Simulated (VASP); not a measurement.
## Al3B2W: relaxation of cell and atoms with PBE

Crystal: Al3B2W.

```
Al B W
1.0
     4.11033    0.00000    0.00000
     0.00000    4.11033    0.00000
     0.00000    0.00000    5.79209
Al B W
3 2 1
Direct
  0.00000 0.50000 0.00000
  0.50000 0.00000 0.00000
  0.50000 0.50000 0.50000
  0.50000 0.50000 0.16986
  0.50000 0.50000 0.83014
  0.00000 0.00000 0.50000
```

The cell was generated, and may not be a known phase.

| Quantity | Value |
| --- | --- |
| Program | VASP 6.6.1 |
| Task | relaxation of cell and atoms |
| Functional | PBE |
| Potentials or basis | VASP PAW PBE potentials, release 64 (Al, B, W_sv) |
| Cutoff | 500 eV |
| k mesh | 4 × 4 × 3 |
| Occupations | gaussian, width 0.2 eV |
| Spin | no spin polarisation |
| Dipole correction | no |
| Further INCAR settings | ALGO = Normal; EDIFF = 1e-07; IBRION = 2; EDIFFG = -0.08; NSW = 36; ISIF = 3 |

| Property | Result |
| --- | --- |
| Relaxed volume | 14.30 Å³/atom |
| Relaxed cell | a = 3.892 Å, b = 3.892 Å, c = 5.663 Å, α = 90.00°, β = 90.00°, γ = 90.00° |
| Space group after relaxing (to 0.1 Å) | P4/mmm (No. 123) |
| Energy gained by relaxing | 185.7 meV/atom |
| Ionic steps | 6 |
| Pressure after relaxing | 0.1 GPa |
| Largest force after relaxing | 0.042 eV/Å |
| Band gap on the k mesh | zero (an odd number of electrons rules out a gap without spin polarisation) |

Forces in eV/Å, atoms in the order of the input:
```
Al   0.000  0.000  0.000
Al   0.000  0.000  0.000
Al   0.000  0.000  0.000
B    0.000  0.000  0.042
B    0.000  0.000 -0.042
W    0.000  0.000  0.000
```

Stress tensor (GPa, compression positive):
```
 0.35  0.00  0.00
 0.00  0.35  0.00
 0.00  0.00 -0.25
```

Step by step:
| step | energy change (eV) | largest force (eV/Å) | pressure (GPa) | volume (Å³) |
| --- | --- | --- | --- | --- |
| 1 | 0.0000 | 4.0302 | -9.50 | 97.86 |
| 2 | -0.9707 | 2.4557 | 2.69 | 84.73 |
| 3 | -1.0991 | 0.2171 | -2.14 | 87.71 |
| 4 | -1.0996 | 0.3405 | -1.88 | 87.52 |
| 5 | -1.1126 | 0.0607 | 0.84 | 85.23 |
| 6 | -1.1141 | 0.0417 | 0.15 | 85.78 |

Final structure:
```
Al B W
1.0
     3.89173    0.00000    0.00000
     0.00000    3.89173    0.00000
     0.00000    0.00000    5.66344
Al B W
3 2 1
Cartesian
  0.0000 1.9459 0.0000
  1.9459 0.0000 0.0000
  1.9459 1.9459 2.8317
  1.9459 1.9459 0.8234
  1.9459 1.9459 4.8401
  0.0000 0.0000 2.8317
```

Levels at points of the mesh, in eV from the Fermi level:
```
           k point  band 11  band 12  band 13  band 14  band 15  band 16  band 17  band 18
(0.00, 0.00, 0.00)    -2.19    -0.91    -0.91    -0.15     0.10     1.78     2.12     2.31
(0.50, 0.00, 0.00)    -2.86    -1.16    -0.40     0.13     0.44     0.56     1.02     1.08
(0.50, 0.50, 0.00)    -3.12    -3.12    -0.33    -0.33     0.53     0.55     1.33     2.06
```

Wall time 2.1 min on 1 thread of Intel(R) Xeon(R) Platinum 8259CL CPU @ 2.50GHz (Skylake/Cascade Lake), with other jobs on the host, peak memory 0.21 GiB.

Caveat: the k points lie up to 0.40 Å⁻¹ apart in the final cell, too coarse for converged energies and pressures of a metal; spin-orbit coupling is left out, which moves the levels of the heavy elements; the relaxation stopped at a loose force limit of 0.08 eV/Å, so its end isn't a converged minimum.
